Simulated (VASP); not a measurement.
# Zn (P6_3/mmc) in VASP: notebook

Runs on Zn. Level: LDA. Tasks: relaxation of cell and atoms, single point.

Program: VASP 6.6.1. These are calculated values, not measurements. Logs are shortened: lines on timing, memory, paths and dates and some standing lists are left out, and cuts for length are marked.

## 1. The cell of the first run

The structure is hexagonal, space group P6_3/mmc (No. 194). The conventional cell has a = 2.670 Å, b = 2.670 Å, c = 4.966 Å, α = 90.00°, β = 90.00°, γ = 120.00°. Zn (site symmetry -6m2) has 12 Zn at 2.67 to 2.92 Å within 3.5 Å.

## 2. Relaxation of cell and atoms, LDA, target pressure 60 GPa, at which the enthalpy is minimised

File INCAR:

```
PREC = Accurate
ENCUT = 600
EDIFF = 1E-6
ISMEAR = -1
SIGMA = 0.05
LREAL = False
LASPH = True
NELM = 100
ALGO = Normal
ISIF = 3
LWAVE = False
LCHARG = False
IBRION = 2
NSW = 80
EDIFFG = -0.01
PSTRESS = 600.0
```

File KPOINTS:

```
Automatic mesh
0
Gamma
  7 7 4
```

File POSCAR:

```
Zn
1.0
    2.6700000000      0.0000000000      0.0000000000
   -1.3350000000      2.3122878300      0.0000000000
    0.0000000000      0.0000000000      4.9660000000
Zn
2
Direct
    0.3333333333      0.6666666667      0.2500000000
    0.6666666667      0.3333333333      0.7500000000
```

Potentials or basis: VASP PAW LDA potentials, release 64 (Zn).

The run is started by

```bash
cat potpaw_LDA.64/Zn/POTCAR > POTCAR
mpirun -np 1 vasp_std > vasp.out
```

OUTCAR:

```text
PREC = Accurate
   ENCUT = 600
   EDIFF = 1E-6
   ISMEAR = -1
   LREAL = False
   LASPH = True
   NELM = 100
   ISIF = 3
   IBRION = 2
   NSW = 80
   EDIFFG = -0.01
   PSTRESS = 600.0

 ion  position               nearest neighbor table
   1  0.333  0.667  0.250-   2 2.92   2 2.92   2 2.92   2 2.92   2 2.92   2 2.92
   2  0.667  0.333  0.750-   1 2.92   1 2.92   1 2.92   1 2.92   1 2.92   1 2.92

  LATTYP: Found a hexagonal cell.
 ALAT       =     2.6700000000
 C/A-ratio  =     1.8599250936

  Lattice vectors:

 A1 = (   2.6700000000,   0.0000000000,   0.0000000000)
 A2 = (  -1.3350000000,   2.3122878300,   0.0000000000)
 A3 = (   0.0000000000,   0.0000000000,   4.9660000000)

Analysis of symmetry for initial positions (statically):
=====================================================================
 Subroutine PRICEL returns:
 Original cell was already a primitive cell.

 Routine SETGRP: Setting up the symmetry group for a
 hexagonal supercell.

 Subroutine GETGRP returns: Found 24 space group operations
 (whereof 12 operations were pure point group operations)
 out of a pool of 24 trial point group operations.

The static configuration has the point symmetry D_3d.
 The point group associated with its full space group is D_6h.

Analysis of symmetry for dynamics (positions and initial velocities):
=====================================================================
 Subroutine PRICEL returns:
 Original cell was already a primitive cell.

 Routine SETGRP: Setting up the symmetry group for a
 hexagonal supercell.

 Subroutine GETGRP returns: Found 24 space group operations
 (whereof 12 operations were pure point group operations)
 out of a pool of 24 trial point group operations.

The dynamic configuration has the point symmetry D_3d.
 The point group associated with its full space group is D_6h.

 Subroutine INISYM returns: Found 24 space group operations
 (whereof 12 operations are pure point group operations),
 and found     1 'primitive' translations

----------------------------------------------------------------------------------------

                                     Primitive cell

  volume of cell :      30.6591

  direct lattice vectors                    reciprocal lattice vectors
     2.670000000  0.000000000  0.000000000     0.374531835  0.216236056  0.000000000
    -1.335000000  2.312287830  0.000000000     0.000000000  0.432472111  0.000000000
     0.000000000  0.000000000  4.966000000     0.000000000  0.000000000  0.201369311

  length of vectors
     2.670000000  2.670000002  4.966000000     0.432472112  0.432472111  0.201369311

  position of ions in fractional coordinates (direct lattice)
     0.333333333  0.666666667  0.250000000
     0.666666667  0.333333333  0.750000000

  ion indices of the primitive-cell ions
   primitive index   ion index
                 1           1
                 2           2

----------------------------------------------------------------------------------------

 KPOINTS: Automatic mesh

Automatic generation of k-mesh.
 Grid dimensions read from file:
 generate k-points for:    7    7    4

 Generating k-lattice:

  Cartesian coordinates                     Fractional coordinates (reciprocal lattice)
     0.053504548  0.030890865  0.000000000     0.142857143  0.000000000  0.000000000
     0.000000000  0.061781730  0.000000000     0.000000000  0.142857143  0.000000000
     0.000000000  0.000000000  0.050342328     0.000000000  0.000000000  0.250000000

  Length of vectors
     0.061781730  0.061781730  0.050342328

  Shift w.r.t. Gamma in fractional coordinates (k-lattice)
     0.000000000  0.000000000  0.000000000

 Subroutine IBZKPT returns following result:
 ===========================================

 Found     24 irreducible k-points:

 Following reciprocal coordinates:
            Coordinates               Weight
  0.000000  0.000000  0.000000      1.000000
  0.142857  0.000000  0.000000      6.000000
  0.285714  0.000000  0.000000      6.000000
  0.428571  0.000000  0.000000      6.000000
  0.142857  0.142857  0.000000      6.000000
  0.285714  0.142857  0.000000     12.000000
[... 16 lines left out ...]
  0.428571  0.142857  0.500000      6.000000
  0.285714  0.285714  0.500000      6.000000
   k-points           NKPTS =     24   k-points in BZ     NKDIM =     24   number of bands    NBANDS=     16
   number of dos      NEDOS =    301   number of ions     NIONS =      2
   total plane-waves  NPLWV =  23040
   dimension x,y,z NGX =    24 NGY =   24 NGZ =   40
   dimension x,y,z NGXF=    48 NGYF=   48 NGZF=   80
   ions per type =               2
   NGX,Y,Z   is equivalent  to a cutoff of  14.94, 14.94, 13.39 a.u.
   NGXF,Y,Z  is equivalent  to a cutoff of  29.89, 29.89, 26.78 a.u.
 SYSTEM =  unknown system
   PREC   = accura    normal or accurate (medium, high low for compatibility)
   ISTART =      0    job   : 0-new  1-cont  2-samecut
   ICHARG =      2    charge: 1-file 2-atom 10-const
   ISPIN  =      1    spin polarized calculation?
   LNONCOLLINEAR =      F non collinear calculations
   LSORBIT =      F    spin-orbit coupling
   LASPH  =      T    aspherical Exc in radial PAW
   ENCUT  =  600.0 eV  44.10 Ry    6.64 a.u.   5.33  5.33  9.92*2*pi/ulx,y,z
   NELM   =    100;   NELMIN=  2; NELMDL= -5     # of ELM steps
   EDIFF  = 0.1E-05   stopping-criterion for ELM
   LREAL  =      F    real-space projection
   EDIFFG = -.1E-01   stopping-criterion for IOM
   NSW    =     80    number of steps for IOM
   IBRION =      2    ionic relax: 0-MD 1-quasi-New 2-CG
   NFREE  =      1    steps in history (QN), initial steepest desc. (CG)
   ISIF   =      3    stress and relaxation
   ISYM   =      2    0-nonsym 1-usesym 2-fastsym
   POTIM  = 0.5000    time-step for ionic-motion
   TEBEG  =    0.0;   TEEND  =   0.0 temperature during run
   PSTRESS=  600.0 pullay stress
   NELECT =      24.0000    total number of electrons
   NUPDOWN=      -1.0000    fix difference up-down
   EMIN   =  10.00;   EMAX   =-10.00  energy-range for DOS
   EFERMI =   0.00;   METHOD = LEGACY
   ISMEAR =    -1;   SIGMA  =   0.05  broadening in eV -4-tet -1-fermi 0-gaus
   EFERMI_NEDOS =   21; number of points for ismear=-14 and -15
   IALGO  =     38    algorithm
   IMIX   =      4    mixing-type and parameters
     AMIX     =   0.40;   BMIX     =  1.00
     AMIX_MAG =   1.60;   BMIX_MAG =  1.00
  volume/ion in A,a.u.               =      15.33       103.45
  Fermi-wavevector in a.u.,A,eV,Ry     =   1.508778  2.851177 30.972445  2.276410
  Thomas-Fermi vector in A             =   2.619187
   LORBIT       =      0    0 simple, 1 ext, 2 COOP (PROOUT), +10 PAW based schemes
   GGA     = CA    functional components
   LHFCALC =     F    Hartree Fock is set to
   AEXX    =    0.0000 exact exchange contribution
   IVDW    =     0    specifies the selected vdW correction
   LEPSILON=     F    determine dielectric tensor
   LRPA    =     F    only Hartree local field effects (RPA)
 conjugate gradient relaxation of ions
 non-spin polarized calculation
  energy-cutoff  :      600.00
  volume of cell :       30.66
 maximum number of plane-waves:      1051
 NGX is ok and might be reduce to    24
   NGX = 11   NGY = 11   NGZ = 19

--------------------------------------- Ionic step        1  -------------------------------------------

 number of electron      24.0000003 magnetization

 Free energy of the ion-electron system (eV)
  ---------------------------------------------------
  ext. energy  EPLUGINS =         0.00000000
  ---------------------------------------------------
  free energy    TOTEN  =        -3.71403615 eV

  energy without entropy =       -3.71152597  energy(sigma->0) =       -3.71278106

------------------------ aborting loop because EDIFF is reached ----------------------------------------

  FORCE on cell =-STRESS in cart. coord.  units (eV):
  Direction    XX          YY          ZZ          XY          YZ          ZX
  --------------------------------------------------------------------------------------
  -------------------------------------------------------------------------------------
  Total       -1.9909673     -1.9909673     -1.2650067      0.0000000     -0.0000000     -0.0000000
  in kB     -104.0434748   -104.0434749    -66.1064038      0.0000000     -0.0000000     -0.0000000
  external PRESSURE =    -691.3977845 kB  Pullay stress =     600.0000000 kB
[... 25 lines left out ...]
--------------------------------------- Ionic step        2  -------------------------------------------

 number of electron      24.0000003 magnetization

 E-fermi :  21.0877     XC(G=0): -19.5334

 val. band max:       21.0609162958   @ k =   0.2857   0.1429   0.0000
 cond. band min:      21.1334107464   @ k =   0.2857   0.2857   0.2500
 fundamental gap:      0.0724944506
 Fermi energy:        21.0876673712

 k-point     1 :       0.0000    0.0000    0.0000
  band No.  band energies     occupation
      1      -5.6427      2.00000
      2      -1.5770      2.00000
      3       1.7112      2.00000
      4       3.5853      2.00000
      5       3.5853      2.00000
      6       3.9666      2.00000
[... 516 lines left out ...]
  energy  without entropy=       -3.8161103532  energy(sigma->0) =       -3.81747610

  enthalpy is  TOTEN    =         6.2383006491 eV   P V=       10.0571424969

 E-fermi :   4.9003     XC(G=0): -13.0763

 val. band max:        4.8024773681   @ k =   0.2857   0.1429   0.0000
 cond. band min:       4.9577371420   @ k =   0.0000   0.0000   0.2500
 fundamental gap:      0.1552597739
 Fermi energy:         4.9003403009

 k-point     1 :       0.0000    0.0000    0.0000
  band No.  band energies     occupation
      1      -7.6514      2.00000
      2      -5.2277      2.00000
      3      -4.1674      2.00000
      4      -3.8055      2.00000
      5      -3.8055      2.00000
      6      -3.7307      2.00000
[... 433 lines left out ...]
      3      -4.0886      2.00000
      4      -4.0886      2.00000
      5      -3.8039      2.00000
      6      -3.8039      2.00000
[... 8 lines left out ...]
     15       8.9315      0.00000
     16       8.9315      0.00000

[... ionic steps 4 to 9 ...]

--------------------------------------- Ionic step       10  -------------------------------------------

 number of electron      24.0000004 magnetization

------------------------ aborting loop because EDIFF is reached ----------------------------------------
[... 71 lines left out ...]
--------------------------------------- Ionic step       12  -------------------------------------------

 number of electron      24.0000003 magnetization

 Free energy of the ion-electron system (eV)
  ---------------------------------------------------
  ext. energy  EPLUGINS =         0.00000000
  ---------------------------------------------------
  free energy    TOTEN  =        -2.86629284 eV

  energy without entropy =       -2.86453282  energy(sigma->0) =       -2.86541283

 E-fermi :   7.0911     XC(G=0): -14.1967

 val. band max:        6.9712502120   @ k =   0.2857   0.2857   0.2500
 cond. band min:       7.5999211330   @ k =   0.2857   0.1429   0.0000
 fundamental gap:      0.6286709210
 Fermi energy:         7.0911156900

 k-point     1 :       0.0000    0.0000    0.0000
  band No.  band energies     occupation
      1      -7.6877      2.00000
      2      -4.4828      2.00000
      3      -2.9621      2.00000
      4      -2.7067      2.00000
      5      -2.7067      2.00000
      6      -2.5541      2.00000
[... 478 lines left out ...]
  energy  without entropy=       -2.8645328195  energy(sigma->0) =       -2.86541283

  enthalpy is  TOTEN    =         4.7696842919 eV   P V=        7.6359771354

 reached required accuracy - stopping structural energy minimisation
```

Run time: 39 s. Hardware: 1 thread of Intel Xeon 6975P-C (Granite Rapids), shared host; peak memory 0.15 GiB.

What came out:

```yaml
Free_energy: -2.8663 eV
Relaxed_volume: 10.20 Å³/atom
Relaxed_cell: a = 2.389 Å, b = 2.389 Å, c = 4.125 Å, α = 90.00°, β = 90.00°, γ = 120.00°
Space_group_after_relaxing_to_0.05_Å: P6_3/mmc (No. 194)
Energy_change_on_relaxing_the_enthalpy_is_what_falls: +423.9 meV/atom
Ionic_steps: 12
Pressure_after_relaxing: 60.0 GPa
Band_gap_on_the_k_mesh: zero (band 12 reaches 7.76 eV, above the bottom of band 13 at 4.99 eV)
```

Stress tensor (GPa, compression positive):
```
60.00  0.00  0.00
 0.00 60.00  0.00
 0.00  0.00 59.89
```

Step by step:
| step | energy change (eV) | largest force (eV/Å) | pressure (GPa) | volume (Å³) |
| --- | --- | --- | --- | --- |
| 1 | 0.0000 | 0.0000 | -9.14 | 30.66 |
| 2 | 29.2344 | 0.0000 | 1454.23 | 9.67 |
| 3 | -0.1048 | 0.0000 | 1.77 | 26.86 |
| 4 | 0.0124 | 0.0000 | 15.20 | 24.52 |
| 5 | 1.1566 | 0.0000 | 74.48 | 19.93 |
| 6 | 0.7778 | 0.0000 | 56.79 | 20.85 |
| 7 | 0.8405 | 0.0000 | 59.91 | 20.68 |
| 8 | 0.8509 | 0.0000 | 60.07 | 20.40 |
| 9 | 0.8860 | 0.0000 | 61.56 | 20.29 |
| 10 | 0.8746 | 0.0000 | 61.30 | 20.32 |
| 11 | 0.7915 | 0.0000 | 57.20 | 20.54 |
| 12 | 0.8477 | 0.0000 | 59.96 | 20.39 |

Final structure:
```
CELL_PARAMETERS angstrom
2.38909 0.00000 0.00000
-1.19455 2.06902 0.00000
0.00000 0.00000 4.12503
ATOMIC_POSITIONS crystal
Zn 0.33333 0.66667 0.25000
Zn 0.66667 0.33333 0.75000
```

Levels at points of the mesh, in eV from the Fermi level:
```csv
k point,band 9,band 10,band 11,band 12,band 13,band 14,band 15,band 16
"(0.00, 0.00, 0.00)",-9.20,-8.61,-8.61,-6.07,-2.10,20.10,20.73,24.44
"(0.00, 0.00, 0.50)",-8.82,-8.82,-8.82,-8.82,7.39,7.39,21.52,21.52
```

Caveat: the k points lie up to 0.43 Å⁻¹ apart in the final cell; the cell is relaxed towards a set pressure, so the enthalpy falls and the energy may rise; the volume moved by over 15 % at a fixed basis, so the end points are rough.

## 3. Single point, LDA

This run uses another cell than the first one, of 10.13 Å³/atom, 0.661 times its volume.

File INCAR:

```
SYSTEM = Zn
ALGO     = Normal         ! electronic algorithm
EDIFF    = 1E-7           ! SCF threshold, eV
ENCUT    = 520            ! plane-wave cutoff, eV
GGA      = CA             ! functional
ISIF     = 2              ! what is computed and relaxed
ISMEAR   = -1             ! smearing method
LASPH    = .TRUE.         ! aspherical terms in the spheres
LCHARG   = .TRUE.         ! write CHGCAR
LELF     = .TRUE.         ! ELF
LREAL    = .FALSE.        ! projectors in reciprocal space
LVHAR    = .TRUE.       
LWAVE    = .FALSE.        ! write WAVECAR
NBANDS   = 19             ! bands
NELM     = 60             ! most SCF steps
PREC     = Accurate       ! precision mode
SIGMA    = 0.05           ! smearing width, eV
```

File KPOINTS:

```
k-points
0
G
  7 7 4
  0 0 0
```

File POSCAR:

```
Zn
1.0
    2.3845065370      0.0000000000      0.0000000000
   -1.1922532685      2.0650432365      0.0000000000
    0.0000000000      0.0000000000      4.1164547203
Zn
2
Direct
    0.3333333333      0.6666666667      0.2500000000
    0.6666666667      0.3333333333      0.7500000000
```

Potentials or basis: VASP PAW LDA potentials, release 64 (Zn).

The run is started by

```bash
cat potpaw_LDA.64/Zn/POTCAR > POTCAR
mpirun -np 1 vasp_std > vasp.out
```

Wall time 3.5 s (1 thread of Intel Xeon 6975P-C (Granite Rapids), shared host); peak memory 0.12 GiB.

Results (log left out):

```yaml
Free_energy: -2.8175 eV
Pressure: 62.2 GPa
Band_gap_on_the_k_mesh: zero (band 12 reaches 7.83 eV, above the bottom of band 13 at 5.07 eV)
```

Stress tensor (GPa, compression positive):
```
62.26  0.00  0.00
 0.00 62.26  0.00
 0.00  0.00 62.01
```

Levels at points of the mesh, in eV from the Fermi level:
```tsv
k point	band 9	band 10	band 11	band 12	band 13	band 14	band 15	band 16
(0.00, 0.00, 0.00)	-9.22	-8.62	-8.62	-6.11	-2.08	20.18	20.77	20.84
(0.00, 0.00, 0.50)	-8.83	-8.83	-8.83	-8.83	7.43	7.43	21.57	21.57
```

Caveat: the k points lie up to 0.43 Å⁻¹ apart.

## 4. Single point, LDA

This run uses another cell than the first one, of 10.77 Å³/atom, 0.703 times its volume.

File INCAR:

```
PREC     = Accurate       # precision mode
ENCUT    = 520            # plane-wave cutoff, eV
EDIFF    = 1E-6           # SCF threshold, eV
ISMEAR   = -1             # smearing method
SIGMA    = 0.05           # smearing width, eV
LREAL    = F              # projectors in reciprocal space
LASPH    = T              # aspherical terms in the spheres
NELM     = 60             # most SCF steps
ALGO     = Normal         # electronic algorithm
ISIF     = 2              # what is computed and relaxed
LWAVE    = F              # write WAVECAR
LCHARG   = T              # write CHGCAR
GGA      = CA             # functional
LELF     = T              # ELF
LVHAR    = T            
NBANDS   = 19             # bands
```

File KPOINTS:

```
regular mesh
0
Gamma
  7 7 4
```

File POSCAR:

```
Zn
1.0
    2.4299231850      0.0000000000      0.0000000000
   -1.2149615925      2.1043752075      0.0000000000
    0.0000000000      0.0000000000      4.2136877566
Zn
2
Direct
    0.3333333333      0.6666666667      0.2500000000
    0.6666666667      0.3333333333      0.7500000000
```

The run is started by

```bash
cat potpaw_LDA.64/Zn/POTCAR > POTCAR
mpirun -np 1 vasp_std > vasp.out
```

Wall time 3.5 s (1 thread of Intel Xeon 6975P-C (Granite Rapids), shared host); peak memory 0.12 GiB.

The run converged. Its results:

```yaml
Free_energy: -3.2279 eV
Pressure: 41.8 GPa
Band_gap_on_the_k_mesh: zero (band 12 reaches 7.13 eV, above the bottom of band 13 at 4.20 eV)
```

Stress tensor (GPa, compression positive):
```
41.93  0.00  0.00
 0.00 41.93  0.00
 0.00  0.00 41.68
```

Levels at points of the mesh, in eV from the Fermi level:
```
           k point  band 10  band 11  band 12  band 13  band 14  band 15
(0.00, 0.00, 0.00)    -8.48    -8.48    -5.77    -2.33    19.24    19.98
(0.00, 0.00, 0.50)    -8.67    -8.67    -8.67     6.94     6.94    21.11
```

Caveat: the k points lie up to 0.43 Å⁻¹ apart.

## 5. Summary

```csv
task,cell,cutoff (eV),gap on the mesh (eV),pressure (GPa)
relaxation of cell and atoms,"relaxed to 60 GPa from a = 2.670, b = 2.670, c = 4.966 Å, angles 90.0, 90.0, 120.0°, 2 atoms",600,none,60.0
single point,"a = 2.385, b = 2.385, c = 4.116 Å, angles 90.0, 90.0, 120.0°, 2 atoms",520,none,62.2
single point,"a = 2.430, b = 2.430, c = 4.214 Å, angles 90.0, 90.0, 120.0°, 2 atoms",520,none,41.8
```

Alike in all rows: level LDA; potentials or basis VASP PAW LDA potentials, release 64 (Zn); no spin polarisation; k mesh 7 × 7 × 4; smearing fermi-dirac 0.05 eV.

Caveats: all runs use coarse meshes; the cell is relaxed towards a set pressure, so the enthalpy falls and the energy may rise (some runs); the volume moved by over 15 % at a fixed basis, so the end points are rough (some runs).

Absolute energies hang on the potentials; compare differences alone.
